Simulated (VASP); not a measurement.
Wanted: the native input for a VASP 6.6.1 run.

| Item | Value |
| --- | --- |
| Task | single point |
| Functional | PBE |
| Potentials or basis | VASP PAW PBE potentials, release 64 (Zn, O) |
| Cutoff | 520 eV |
| k mesh | 11 × 11 × 7 |
| Occupations | fermi-dirac, width 0.08 eV |
| Spin | no spin polarisation |
| Dipole correction | no |
| Further INCAR settings | ALGO = Normal; EDIFF = 1e-06; NBANDS = 26 |

The structure of ZnO (NiAs type) lies in POSCAR:

```
ZnO
1.0
    3.0252058929      0.0000000000      0.0000000000
   -1.5126029465      2.6199051550      0.0000000000
    0.0000000000      0.0000000000      5.1920230816
Zn O
2 2
Direct
    0.0000000000      0.0000000000      0.0000000000
    0.0000000000      0.0000000000      0.5000000000
    0.3333333333      0.6666666667      0.2500000000
    0.6666666667      0.3333333333      0.7500000000
```

These files were run (other wordings do the same):

INCAR

```
SYSTEM = ZnO
PREC = Accurate ; ENCUT = 520
EDIFF = 1E-6 ; ISMEAR = -1
SIGMA = 0.08 ; LREAL = .FALSE.
LASPH = .TRUE. ; NELM = 100
ALGO = Normal ; ISIF = 2
LWAVE = .FALSE. ; LCHARG = .FALSE.
GGA = PE ; NBANDS = 26
```

KPOINTS

```
regular mesh
0
G
  11 11 7
  0 0 0
```

Potentials or basis: VASP PAW PBE potentials, release 64 (Zn, O).

The run is started by

```console
$ cat potpaw_PBE.64/Zn/POTCAR potpaw_PBE.64/O/POTCAR > POTCAR
$ mpirun -np 1 vasp_std > vasp.out
```

Results of the run:

```yaml
Pressure: 0.9 GPa
Band_gap_on_the_k_mesh: 0.52 eV
```

Run time: 22 s on 1 thread of Intel(R) Xeon(R) 6975P-C (Granite Rapids), with other jobs on the host, peak memory 0.19 GiB.
